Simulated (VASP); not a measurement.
Crystal: TeAu.

```xyz
2
Lattice="0.0000 3.0770 3.0770 3.0770 0.0000 3.0770 3.0770 3.0770 0.0000" Properties=species:S:1:pos:R:3 pbc="T T T"
Te    0.0000    0.0000    0.0000
Au    4.6155    4.6155    4.6155
```

| Quantity | Value |
| --- | --- |
| Program | VASP 6.6.1 |
| Task | relaxation of cell and atoms |
| Functional | PBE |
| Potentials or basis | VASP PAW PBE potentials, release 64 (Te, Au) |
| Cutoff | 600 eV |
| k mesh | 16 × 16 × 16 |
| Occupations | gaussian, width 0.1 eV |
| Spin | no spin polarisation |

At the start: pressure 3.6 GPa; volume 29.13 Å³/atom.

**Question.** How do energy, volume and symmetry change on relaxing?

**Answer.** Over 3 steps the energy falls by 17.4 meV/atom and the volume is 30.78 Å³/atom (+5.7 %); space group F-43m (No. 216, to 0.05 Å).

The path:
| step | energy change (eV) | largest force (eV/Å) | pressure (GPa) | volume (Å³) |
| --- | --- | --- | --- | --- |
| 1 | 0.0000 | 0.0000 | 3.59 | 58.26 |
| 2 | -0.0195 | 0.0000 | -1.95 | 63.95 |
| 3 | -0.0347 | 0.0000 | 0.01 | 61.56 |

Final structure:
```
Te Au
1.0
     0.00000    3.13388    3.13388
     3.13388    0.00000    3.13388
     3.13388    3.13388    0.00000
Te Au
1 1
Direct
  0.00000 0.00000 0.00000
  0.75000 0.75000 0.75000
```
